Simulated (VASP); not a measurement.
# Al (I4/mmm) in VASP: notebook, part 2 of 2

VASP 6.6.1. Earlier steps stand in the parts before.

## 3. Single point, PBE+D3(BJ) (14.10 Å³/atom)

INCAR reads:

```
SYSTEM = Al
ALGO = Normal
EDIFF = 1E-6
ENCUT = 520
GGA = PE
ISIF = 2
ISMEAR = 0
IVDW = 12
LASPH = .TRUE.
LCHARG = .FALSE.
LREAL = .FALSE.
LWAVE = .FALSE.
NBANDS = 8
NELM = 60
PREC = Accurate
SIGMA = 0.15
```

KPOINTS reads:

```
k-points
0
G
  22 22 22
  0 0 0
```

POSCAR reads:

```
Al
1.0
    0.0000000000      1.9675547089      1.8213653940
    1.9675547089      0.0000000000      1.8213653940
    1.9675547089      1.9675547089      0.0000000000
Al
1
Direct
    0.0000000000      0.0000000000      0.0000000000
```

Potentials or basis: VASP PAW PBE potentials, release 64 (Al).

Launch:

```
cat potpaw_PBE.64/Al/POTCAR > POTCAR
mpirun -np 1 vasp_std > vasp.out
```

OUTCAR:

```text
SYSTEM = Al
   EDIFF = 1E-6
   ENCUT = 520
   GGA = PE
   ISIF = 2
   ISMEAR = 0
   IVDW = 12
   LASPH = .TRUE.
   LREAL = .FALSE.
   NELM = 60
   PREC = Accurate
 IVDW          = 12

 ion  position               nearest neighbor table
   1  0.000  0.000  0.000-

  LATTYP: Found a body centered tetragonal cell.
 ALAT       =     2.7825425540
 C/A-ratio  =     1.3091374947

  Lattice vectors:

 A1 = (   0.0000000000,  -1.9675547089,  -1.8213653940)
 A2 = (   0.0000000000,   1.9675547089,  -1.8213653940)
 A3 = (   1.9675547089,   0.0000000000,   1.8213653940)

Analysis of symmetry for initial positions (statically):
=====================================================================
 Subroutine PRICEL returns:
 Original cell was already a primitive cell.

 Routine SETGRP: Setting up the symmetry group for a
 body centered tetragonal supercell.

 Subroutine GETGRP returns: Found 16 space group operations
 (whereof 16 operations were pure point group operations)
 out of a pool of 16 trial point group operations.

The static configuration has the point symmetry D_4h.

Analysis of symmetry for dynamics (positions and initial velocities):
=====================================================================
 Subroutine PRICEL returns:
 Original cell was already a primitive cell.

 Routine SETGRP: Setting up the symmetry group for a
 body centered tetragonal supercell.

 Subroutine GETGRP returns: Found 16 space group operations
 (whereof 16 operations were pure point group operations)
 out of a pool of 16 trial point group operations.

The dynamic configuration has the point symmetry D_4h.

 Subroutine INISYM returns: Found 16 space group operations
 (whereof 16 operations are pure point group operations),
 and found     1 'primitive' translations

----------------------------------------------------------------------------------------

                                     Primitive cell

  volume of cell :      14.1020
[... 109 lines left out ...]
  Fermi-wavevector in a.u.,A,eV,Ry     =   0.977286  1.846803 12.994760  0.955088
  Thomas-Fermi vector in A             =   2.107971
   LORBIT       =      0    0 simple, 1 ext, 2 COOP (PROOUT), +10 PAW based schemes
   GGA     = PE    functional components
   LHFCALC =     F    Hartree Fock is set to
   AEXX    =    0.0000 exact exchange contribution
   IVDW    =    12    specifies the selected vdW correction
   LEPSILON=     F    determine dielectric tensor
   LRPA    =     F    only Hartree local field effects (RPA)
 non-spin polarized calculation
 Gauss-broadening in eV      SIGMA  =   0.15
  energy-cutoff  :      520.00
  volume of cell :       14.10
 maximum number of plane-waves:       402
   NGX =  9   NGY =  9   NGZ = 11

 number of electron       3.0000000 magnetization

 Free energy of the ion-electron system (eV)
  ---------------------------------------------------
  ext. energy  EPLUGINS =         0.00000000
  ---------------------------------------------------
  free energy    TOTEN  =        -3.61889354 eV

  energy without entropy =       -3.61446837  energy(sigma->0) =       -3.61668095

 E-fermi :   9.7344     XC(G=0): -10.7790

 val. band max:        9.7314597783   @ k =  -0.4545   0.4545   0.0455
 cond. band min:       9.7358739357   @ k =  -0.3636   0.0909   0.4091
 fundamental gap:      0.0044141574
 Fermi energy:         9.7343738964

 k-point     1 :       0.0000    0.0000    0.0000
  band No.  band energies     occupation
      1      -2.5240      2.00000
      2      23.0588      0.00000
      3      23.0588      0.00000
      4      23.9427      0.00000
      5      25.9081      0.00000
      6      26.1845      0.00000
      7      26.1845      0.00000
      8      27.4994      0.00000
[... 243 lines left out ...]
 k-point    24 :      -0.4545    0.0455    0.0000
  band No.  band energies     occupation
      1       3.9112      2.00000
      2       5.9361      2.00000
      3      20.5833      0.00000
      4      21.8844      0.00000
      5      22.5081      0.00000
      6      22.9946      0.00000
      7      26.4522      0.00000
      8      29.2914      0.00000

 [... further k-points ...]

------------------------ aborting loop because EDIFF is reached ----------------------------------------

 Edisp (eV)   -0.39605

 E8    (eV) :    -0.1776

  FORCE on cell =-STRESS in cart. coord.  units (eV):
  Direction    XX          YY          ZZ          XY          YZ          ZX
  --------------------------------------------------------------------------------------
  -------------------------------------------------------------------------------------
  Total       0.93753     0.93753     1.58199     0.00000     0.00000     0.00000
  in kB     106.51634   106.51634   179.73570     0.00000     0.00000     0.00000
  external pressure =      130.92 kB  Pullay stress =        0.00 kB

 VOLUME and BASIS-vectors are now :
 -----------------------------------------------------------------------------
  energy-cutoff  :      520.00
  volume of cell :       14.10
      direct lattice vectors                 reciprocal lattice vectors
     0.000000000  1.967554709  1.821365394    -0.254122540  0.254122540  0.274519326
     1.967554709  0.000000000  1.821365394     0.254122540 -0.254122540  0.274519326
     1.967554709  1.967554709  0.000000000     0.254122540  0.254122540 -0.274519326

 POSITION                                       TOTAL-FORCE (eV/Angst)
 -----------------------------------------------------------------------------------
      0.00000      0.00000      0.00000         0.000000      0.000000      0.000000
 -----------------------------------------------------------------------------------
    total drift:                               -0.000000      0.000000      0.000000

  FREE ENERGIE OF THE ION-ELECTRON SYSTEM (eV)
  ---------------------------------------------------
  free  energy   TOTEN  =        -4.0149392247 eV

  energy  without entropy=       -4.0105140499  energy(sigma->0) =       -4.01272664
```

stdout:

```text
POSCAR found type information on POSCAR Al
 POSCAR found :  1 types and       1 ions
 scaLAPACK will be used
 LDA part: xc-table for (Slater+PW92), standard interpolation
 POSCAR, INCAR and KPOINTS ok, starting setup
 FFT: planning ... GRIDC
 FFT: planning ... GRID_SOFT
 FFT: planning ... GRID
 WAVECAR not read
 entering main loop
```

Wall time 32 s (1 thread of Intel Xeon Platinum 8559C (Emerald Rapids), shared host); peak memory 0.19 GiB.

Results:

| Quantity | Value |
| --- | --- |
| Free energy | -4.0149 eV |
| Pressure | 13.1 GPa |
| Band gap on the k mesh | zero (an odd number of electrons rules out a gap without spin polarisation) |
| Dispersion energy per atom | -0.396 eV |

Stress tensor (GPa, compression positive):
```
10.65  0.00  0.00
 0.00 10.65  0.00
 0.00  0.00 17.97
```

Levels at points of the mesh, in eV from the Fermi level:
```tsv
k point	band 1	band 2	band 3	band 4	band 5	band 6
(0.00, 0.00, 0.00)	-12.26	13.32	13.32	14.21	16.17	16.45
(0.50, 0.00, 0.00)	-5.22	-4.57	11.29	12.18	12.98	13.54
(0.50, 0.50, 0.00)	-2.37	-0.57	4.65	5.36	5.36	9.81
(0.50, 0.00, 0.50)	-3.71	-2.21	5.71	6.75	7.24	11.20
```

Caveat: the cell stands under pressure.
